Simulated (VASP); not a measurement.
Al5P2: relaxation of cell and atoms with PBE

The system is Al5P2.

```
Al P
1.0
     5.10248    0.00000    0.00000
    -2.55124    4.41888    0.00000
     0.00000    0.00000    5.61019
Al P
5 2
Direct
  0.00000 0.00000 0.00000
  0.33333 0.66667 0.83487
  0.33333 0.66667 0.16513
  0.66667 0.33333 0.16513
  0.66667 0.33333 0.83487
  0.00000 0.00000 0.31544
  0.00000 0.00000 0.68456
```

The cell was built from a structure type or drawn by symmetry, and may not be a known phase.

```yaml
Program: VASP 6.6.1
Task: relaxation of cell and atoms
Functional: PBE
Potentials_or_basis: VASP PAW PBE potentials, release 64 (Al, P)
Cutoff: 500 eV
k_mesh: 4 × 4 × 3
Occupations: gaussian, width 0.2 eV
Spin: no spin polarisation
Dipole_correction: no
Further_INCAR_settings: ALGO = Normal; EDIFF = 1e-07; IBRION = 2; EDIFFG = -0.08; NSW = 36; ISIF = 3
```

```
Relaxed volume                        : 19.15 Å³/atom
Relaxed cell                          : a = 4.388 Å, b = 4.388 Å, c = 8.041 Å, α = 90.00°, β = 90.00°, γ = 120.00°
Space group after relaxing (to 0.1 Å) : P6/mmm (No. 191)
Pressure after relaxing               : 0.0 GPa
Largest force after relaxing          : 0.024 eV/Å
Band gap on the k mesh                : zero (an odd number of electrons rules out a gap without spin polarisation)
```

Forces in eV/Å, atoms in the order of the input:
```
Al   0.000  0.000  0.000
Al   0.000  0.000 -0.024
Al   0.000  0.000  0.024
Al   0.000  0.000  0.024
Al   0.000  0.000 -0.024
P    0.000  0.000 -0.014
P    0.000  0.000  0.014
```

Final structure:
```yaml
crystal:
  lattice:
    - [4.38789, 0.00000, 0.00000]
    - [-2.19394, 3.80002, 0.00000]
    - [0.00000, 0.00000, 8.04065]
  atoms:
    - { symbol: Al, position: [0.00000, 0.00000, 0.00000] }
    - { symbol: Al, position: [0.33333, 0.66667, 0.79947] }
    - { symbol: Al, position: [0.33333, 0.66667, 0.20053] }
    - { symbol: Al, position: [0.66667, 0.33333, 0.20053] }
    - { symbol: Al, position: [0.66667, 0.33333, 0.79947] }
    - { symbol: P, position: [0.00000, 0.00000, 0.36606] }
    - { symbol: P, position: [0.00000, 0.00000, 0.63394] }
```

Levels at points of the mesh, in eV from the Fermi level:
| k point | band 11 | band 12 | band 13 | band 14 | band 15 | band 16 |
| --- | --- | --- | --- | --- | --- | --- |
| (0.00, 0.00, 0.00) | -1.02 | -1.02 | 0.06 | 0.06 | 0.09 | 0.62 |
| (0.50, 0.00, 0.00) | -2.28 | -1.19 | -0.28 | 0.34 | 1.29 | 1.82 |

Run time: 15 min on 1 thread of Intel Xeon 8259CL (shared host), peak memory 0.25 GiB.

Caveat: the k points lie up to 0.41 Å⁻¹ apart in the final cell, too coarse for converged energies and pressures of a metal; a cell axis changed by over 15 % at a fixed basis, so the end point is rough.
